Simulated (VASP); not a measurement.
# Se: single point with PBE

Crystal: Se.

```xyz
3
Lattice="4.5204 0.0000 0.0000 -2.2602 3.9148 0.0000 0.0000 0.0000 5.0453" Properties=species:S:1:pos:R:3 pbc="T T T"
Se    0.9896    0.0000    1.6818
Se    4.0256    0.8570    3.3635
Se    1.7654    3.0577    0.0000
```

- Program: VASP 6.6.1
- Task: single point
- Functional: PBE
- Potentials or basis: VASP PAW PBE potentials, release 64 (Se)
- Cutoff: 520 eV
- k mesh: 3 × 3 × 2
- Occupations: fermi-dirac, width 0.05 eV
- Spin: no spin polarisation

| Quantity | Value |
| --- | --- |
| Pressure | 0.4 GPa |
| Largest force | 0.196 eV/Å |
| Band gap on the k mesh | 1.22 eV, direct |

Forces on the atoms (eV/Å):
```
Se   0.196  0.000  0.000
Se  -0.098  0.170  0.000
Se  -0.098 -0.170  0.000
```

Stress tensor (GPa, compression positive):
```
0.34 0.00 0.00
0.00 0.34 0.00
0.00 0.00 0.56
```

Levels at points of the mesh, in eV from the valence-band top:
| k point | band 5 | band 6 | band 7 | band 8 | band 9 | band 10 | band 11 | band 12 | band 13 | band 14 |
| --- | --- | --- | --- | --- | --- | --- | --- | --- | --- | --- |
| (0.00, 0.00, 0.00) | -3.51 | -3.21 | -1.63 | -1.63 | -0.09 | 2.14 | 2.14 | 2.52 | 6.11 | 6.86 |
| (0.00, 0.00, 0.50) | -3.01 | -3.01 | -1.11 | -1.11 | -0.74 | 1.54 | 1.60 | 1.60 | 6.72 | 7.72 |

Wall time 30 s on 1 thread of AMD EPYC 7R13, with other jobs on the host, peak memory 0.17 GiB.

Caveat: the k points lie up to 0.62 Å⁻¹ apart. A k mesh can miss the band edges.
